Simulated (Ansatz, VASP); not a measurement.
## Ga2Sb2CO: VASP beside Ansatz

```
CELL_PARAMETERS angstrom
4.33438 0.00000 0.00000
-2.16719 3.75368 0.00000
0.00000 0.00000 23.61974
ATOMIC_POSITIONS crystal
Sb 0.00000 0.00000 0.16935
Sb 0.33333 0.66667 0.32597
Ga 0.33333 0.66667 0.20681
Ga 0.66667 0.33333 0.35859
O 0.77778 0.55556 0.48983
C 0.77778 0.55556 0.53852
```

Alike in both runs: task single point; functional PBE; dispersion D3(BJ); k mesh 6 × 6 × 1; occupations gaussian, width 0.1 eV; no spin polarisation.

|  | VASP | Ansatz |
| --- | --- | --- |
| version | VASP 6.6.1 | Ansatz 0.2.0 |
| potentials or method | VASP PAW PBE potentials, release 64 (Sb, Ga_d, O, C), cutoff 520 eV | scalar-relativistic, plane waves, PAW |
| valence electrons in the cell | 46 | 66 |

|  | VASP | Ansatz | Ansatz less VASP |
| --- | --- | --- | --- |
| gap on the k mesh at the Fermi level (eV) | 0.06 | 0.05 | -0.004 |
| least direct gap on the mesh (eV) | 0.10 | 0.10 | +0.004 |
| rms of the force components (eV/Å) | 0.231 | 0.500 | +0.2685 |

One of these differences is far larger than is usual between the two programs; its cause wasn't traced. VASP's potentials hold 46 valence electrons a cell and Ansatz's 66, so a difference there can come from the potentials and not from the codes. Ansatz's warnings: xc potential rough in thin density.

Neither program's run includes spin-orbit coupling. Noted on VASP's run: the standard files for N, O and F lose accuracy on very short bonds.
